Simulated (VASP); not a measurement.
# LiF (I4/mmm) in VASP: further runs

LiF is run at these levels: PBE; tasks: single point.

All numbers are computed with VASP 6.6.1; they aren't measurements. Logs are shortened: lines on timing, memory, paths and dates and some standing lists are left out, and cuts for length are marked.

### 1 The cell of the first run

It takes space group I4/mmm (No. 139, tetragonal). The conventional cell has a = 2.765 Å, b = 2.765 Å, c = 4.047 Å, α = 90.00°, β = 90.00°, γ = 90.00°. Li (site symmetry 4/mmm) has 6 F at 1.95 to 2.02 Å within 2.6 Å. F (site symmetry 4/mmm) has 6 Li at 1.95 to 2.02 Å within 2.6 Å.

### 2 Single point, PBE (epitaxial xy strain -2.0%)

Contents of INCAR:

```
SYSTEM = LiF
PREC     = Accurate       ! precision mode
ENCUT    = 520            ! plane-wave cutoff, eV
EDIFF    = 1E-6           ! SCF threshold, eV
ISMEAR   = 0              ! smearing method
SIGMA    = 0.01           ! smearing width, eV
LREAL    = .False.        ! projectors in reciprocal space
LASPH    = .True.         ! aspherical terms in the spheres
NELM     = 100            ! most SCF steps
ALGO     = Normal         ! electronic algorithm
ISIF     = 2              ! what is computed and relaxed
LWAVE    = .False.        ! write WAVECAR
LCHARG   = .False.        ! write CHGCAR
GGA      = PE             ! functional
NBANDS   = 12             ! bands
```

Contents of KPOINTS:

```
regular mesh
0
Gamma
  6 6 6
  0 0 0
```

Contents of POSCAR:

```
LiF
1.0
    0.0000000000      1.9549743028      2.0236966024
    1.9549743028      0.0000000000      2.0236966024
    1.9549743028      1.9549743028      0.0000000000
Li F
1 1
Direct
    0.0000000000      0.0000000000      0.0000000000
    0.5000000000      0.5000000000      0.5000000000
```

Potentials or basis: VASP PAW PBE potentials, release 64 (Li_sv, F).

The run is started by

```bash
$ cat potpaw_PBE.64/Li_sv/POTCAR potpaw_PBE.64/F/POTCAR > POTCAR
$ mpirun -np 1 vasp_std > vasp.out
```

OUTCAR:

```text
SYSTEM = LiF
   PREC = Accurate
   ENCUT = 520
   EDIFF = 1E-6
   ISMEAR = 0
   LREAL = .False.
   LASPH = .True.
   NELM = 100
   ISIF = 2
   GGA = PE

 ion  position               nearest neighbor table
   1  0.000  0.000  0.000-   2 1.95   2 1.95   2 1.95   2 1.95   2 2.02   2 2.02
   2  0.500  0.500  0.500-   1 1.95   1 1.95   1 1.95   1 1.95   1 2.02   1 2.02

  LATTYP: Found a body centered tetragonal cell.
 ALAT       =     2.7647511731
 C/A-ratio  =     1.4639267519

  Lattice vectors:

 A1 = (  -1.9549743028,   0.0000000000,   2.0236966024)
 A2 = (   1.9549743028,   0.0000000000,   2.0236966024)
 A3 = (   0.0000000000,   1.9549743028,  -2.0236966024)

Analysis of symmetry for initial positions (statically):
=====================================================================
 Subroutine PRICEL returns:
 Original cell was already a primitive cell.

 Routine SETGRP: Setting up the symmetry group for a
 body centered tetragonal supercell.

 Subroutine GETGRP returns: Found 16 space group operations
 (whereof 16 operations were pure point group operations)
 out of a pool of 16 trial point group operations.

The static configuration has the point symmetry D_4h.

Analysis of symmetry for dynamics (positions and initial velocities):
=====================================================================
 Subroutine PRICEL returns:
 Original cell was already a primitive cell.

 Routine SETGRP: Setting up the symmetry group for a
 body centered tetragonal supercell.

 Subroutine GETGRP returns: Found 16 space group operations
 (whereof 16 operations were pure point group operations)
 out of a pool of 16 trial point group operations.

The dynamic configuration has the point symmetry D_4h.

 Subroutine INISYM returns: Found 16 space group operations
 (whereof 16 operations are pure point group operations),
 and found     1 'primitive' translations

----------------------------------------------------------------------------------------

                                     Primitive cell

  volume of cell :      15.4688

  direct lattice vectors                    reciprocal lattice vectors
     0.000000000  1.954974303  2.023696602    -0.255757837  0.255757837  0.247072609
     1.954974303  0.000000000  2.023696602     0.255757837 -0.255757837  0.247072609
     1.954974303  1.954974303  0.000000000     0.255757837  0.255757837 -0.247072609

  length of vectors
     2.813764820  2.813764820  2.764751173     0.438028557  0.438028557  0.438028557

  position of ions in fractional coordinates (direct lattice)
     0.000000000  0.000000000  0.000000000
     0.500000000  0.500000000  0.500000000

  ion indices of the primitive-cell ions
   primitive index   ion index
                 1           1
                 2           2

----------------------------------------------------------------------------------------

 KPOINTS: regular mesh

Automatic generation of k-mesh.
 Grid dimensions read from file:
 generate k-points for:    6    6    6

 Generating k-lattice:

  Cartesian coordinates                     Fractional coordinates (reciprocal lattice)
    -0.042626306  0.042626306  0.041178768     0.166666667 -0.000000000  0.000000000
     0.042626306 -0.042626306  0.041178768    -0.000000000  0.166666667  0.000000000
     0.042626306  0.042626306 -0.041178768     0.000000000  0.000000000  0.166666667

  Length of vectors
     0.073004760  0.073004760  0.073004760

  Shift w.r.t. Gamma in fractional coordinates (k-lattice)
     0.000000000  0.000000000  0.000000000

 Subroutine IBZKPT returns following result:
 ===========================================

 Found     30 irreducible k-points:

 Following reciprocal coordinates:
            Coordinates               Weight
  0.000000  0.000000  0.000000      1.000000
  0.166667 -0.000000  0.000000      8.000000
  0.333333 -0.000000  0.000000      8.000000
  0.500000 -0.000000  0.000000      4.000000
  0.166667  0.166667  0.000000      2.000000
  0.333333  0.166667  0.000000      8.000000
[... 16 lines left out ...]
  0.333333  0.000000  0.333333      4.000000
  0.500000  0.000000  0.333333     16.000000
 [... further k-points ...]
   k-points           NKPTS =     30   k-points in BZ     NKDIM =     30   number of bands    NBANDS=     12
   number of dos      NEDOS =    301   number of ions     NIONS =      2
   total plane-waves  NPLWV =  13824
   dimension x,y,z NGX =    24 NGY =   24 NGZ =   24
   dimension x,y,z NGXF=    48 NGYF=   48 NGZF=   48
   ions per type =               1   1
   NGX,Y,Z   is equivalent  to a cutoff of  14.18, 14.18, 14.43 a.u.
   NGXF,Y,Z  is equivalent  to a cutoff of  28.36, 28.36, 28.86 a.u.
 SYSTEM =  LiF
   PREC   = accura    normal or accurate (medium, high low for compatibility)
   ISTART =      0    job   : 0-new  1-cont  2-samecut
   ICHARG =      2    charge: 1-file 2-atom 10-const
   ISPIN  =      1    spin polarized calculation?
   LNONCOLLINEAR =      F non collinear calculations
   LSORBIT =      F    spin-orbit coupling
   LASPH  =      T    aspherical Exc in radial PAW
   ENCUT  =  520.0 eV  38.22 Ry    6.18 a.u.   5.23  5.23  5.14*2*pi/ulx,y,z
   NELM   =    100;   NELMIN=  2; NELMDL= -5     # of ELM steps
   EDIFF  = 0.1E-05   stopping-criterion for ELM
   LREAL  =      F    real-space projection
   EDIFFG = 0.1E-04   stopping-criterion for IOM
   NSW    =      0    number of steps for IOM
   IBRION =     -1    ionic relax: 0-MD 1-quasi-New 2-CG
   NFREE  =      0    steps in history (QN), initial steepest desc. (CG)
   ISIF   =      2    stress and relaxation
   ISYM   =      2    0-nonsym 1-usesym 2-fastsym
   POTIM  = 0.5000    time-step for ionic-motion
   TEBEG  =    0.0;   TEEND  =   0.0 temperature during run
   PSTRESS=    0.0 pullay stress
   NELECT =      10.0000    total number of electrons
   NUPDOWN=      -1.0000    fix difference up-down
   EMIN   =  10.00;   EMAX   =-10.00  energy-range for DOS
   EFERMI =   0.00;   METHOD = LEGACY
   ISMEAR =     0;   SIGMA  =   0.01  broadening in eV -4-tet -1-fermi 0-gaus
   EFERMI_NEDOS =   21; number of points for ismear=-14 and -15
   IALGO  =     38    algorithm
   IMIX   =      4    mixing-type and parameters
     AMIX     =   0.40;   BMIX     =  1.00
     AMIX_MAG =   1.60;   BMIX_MAG =  1.00
  volume/ion in A,a.u.               =       7.73        52.19
  Fermi-wavevector in a.u.,A,eV,Ry     =   1.415541  2.674984 27.262744  2.003755
  Thomas-Fermi vector in A             =   2.536968
   LORBIT       =      0    0 simple, 1 ext, 2 COOP (PROOUT), +10 PAW based schemes
   GGA     = PE    functional components
   LHFCALC =     F    Hartree Fock is set to
   AEXX    =    0.0000 exact exchange contribution
   IVDW    =     0    specifies the selected vdW correction
   LEPSILON=     F    determine dielectric tensor
   LRPA    =     F    only Hartree local field effects (RPA)
 non-spin polarized calculation
 Gauss-broadening in eV      SIGMA  =   0.01
  energy-cutoff  :      520.00
  volume of cell :       15.47
 maximum number of plane-waves:       435
 NGX is ok and might be reduce to    24
   NGX = 11   NGY = 11   NGZ = 11

 number of electron      10.0000000 magnetization

 number of electron       9.9999999 magnetization

 Free energy of the ion-electron system (eV)
  ---------------------------------------------------
  ext. energy  EPLUGINS =         0.00000000
  ---------------------------------------------------
  free energy    TOTEN  =        -9.60960391 eV

  energy without entropy =       -9.60960391  energy(sigma->0) =       -9.60960391

 E-fermi :  -0.3864     XC(G=0): -10.2499

 val. band max:       -0.6285600515   @ k =   0.0000   0.0000   0.0000
 cond. band min:       8.9103522988   @ k =   0.0000   0.0000   0.0000
 fundamental gap:      9.5389123502
 Fermi energy:        -0.3864111841

 k-point     1 :       0.0000    0.0000    0.0000
  band No.  band energies     occupation
      1     -41.4787      2.00000
      2     -20.8062      2.00000
      3      -0.7046      2.00000
      4      -0.7046      2.00000
      5      -0.6286      2.00000
      6       8.9104      0.00000
      7      23.4744      0.00000
      8      24.0011      0.00000
      9      24.3109      0.00000
     10      24.3109      0.00000
     11      24.3182      0.00000
     12      24.3182      0.00000

 k-point     2 :       0.1667   -0.0000    0.0000
  band No.  band energies     occupation
      1     -41.4601      2.00000
      2     -20.6945      2.00000
      3      -1.4464      2.00000
      4      -0.7521      2.00000
      5      -0.7335      2.00000
      6       9.6127      0.00000
      7      19.3440      0.00000
      8      21.3099      0.00000
      9      21.9301      0.00000
     10      25.9422      0.00000
     11      26.2830      0.00000
     12      26.3016      0.00000

 k-point     3 :       0.3333   -0.0000    0.0000
  band No.  band energies     occupation
      1     -41.4230      2.00000
      2     -20.4581      2.00000
      3      -2.7652      2.00000
      4      -0.8903      2.00000
      5      -0.8419      2.00000
      6      10.3882      0.00000
      7      16.9539      0.00000
      8      19.1491      0.00000
      9      19.7887      0.00000
     10      28.3767      0.00000
     11      29.1235      0.00000
     12      29.2283      0.00000
[... 286 lines left out ...]
 k-point    23 :       0.3333    0.0000    0.3333
  band No.  band energies     occupation
      1     -41.4055      2.00000
      2     -20.2540      2.00000
      3      -3.0202      2.00000
      4      -1.6222      2.00000
      5      -1.4239      2.00000
      6      12.8020      0.00000
      7      16.9850      0.00000
      8      18.6575      0.00000
      9      19.8338      0.00000
     10      20.3879      0.00000
     11      34.7671      0.00000
     12      35.4657      0.00000

 k-point    24 :       0.5000    0.0000    0.3333
  band No.  band energies     occupation
      1     -41.3882      2.00000
      2     -20.0909      2.00000
      3      -3.4894      2.00000
      4      -2.0002      2.00000
      5      -1.5782      2.00000
      6      13.9284      0.00000
      7      15.4923      0.00000
      8      18.1853      0.00000
      9      19.7196      0.00000
     10      21.9033      0.00000
     11      34.2358      0.00000
     12      35.5447      0.00000

 [... further k-points ...]
[... 5 lines left out ...]
  --------------------------------------------------------------------------------------
  -------------------------------------------------------------------------------------
  Total        0.7448450      0.7448450      0.3966765      0.0000000      0.0000000     -0.0000000
  in kB       77.1469889     77.1469889     41.0855903      0.0000000      0.0000000     -0.0000000
  external PRESSURE =      65.1265227 kB  Pullay stress =       0.0000000 kB

 VOLUME and BASIS-vectors are now :
 -----------------------------------------------------------------------------
  energy-cutoff  :      520.00
  volume of cell :       15.47
      direct lattice vectors                 reciprocal lattice vectors
     0.000000000  1.954974303  2.023696602    -0.255757837  0.255757837  0.247072609
     1.954974303  0.000000000  2.023696602     0.255757837 -0.255757837  0.247072609
     1.954974303  1.954974303  0.000000000     0.255757837  0.255757837 -0.247072609

 POSITION                                       TOTAL-FORCE (eV/Angst)
 -----------------------------------------------------------------------------------
      0.00000      0.00000      0.00000         0.000000      0.000000      0.000000
      1.95497      1.95497      2.02370         0.000000     -0.000000     -0.000000
 -----------------------------------------------------------------------------------
    total drift:                               -0.000000     -0.000000      0.000000

  FREE ENERGIE OF THE ION-ELECTRON SYSTEM (eV)
  ---------------------------------------------------
  free  energy   TOTEN  =        -9.6096039075 eV

  energy  without entropy=       -9.6096039075  energy(sigma->0) =       -9.60960391
```

It took 7.4 s on 1 thread of Intel Xeon 8259CL, shared host; peak memory 0.13 GiB.

What came out:

```
Free energy            : -9.6096 eV
Band gap on the k mesh : 9.54 eV, direct
```

Caveat: the k points lie up to 0.46 Å⁻¹ apart; the cell differs from its parent crystal (epitaxial xy strain -2.0%); the cutoff is under 1.25 times the usual one of these potentials, so pressure, stress and relaxed cells hold a basis-set (Pulay) error.

[end of part 1 of 2]
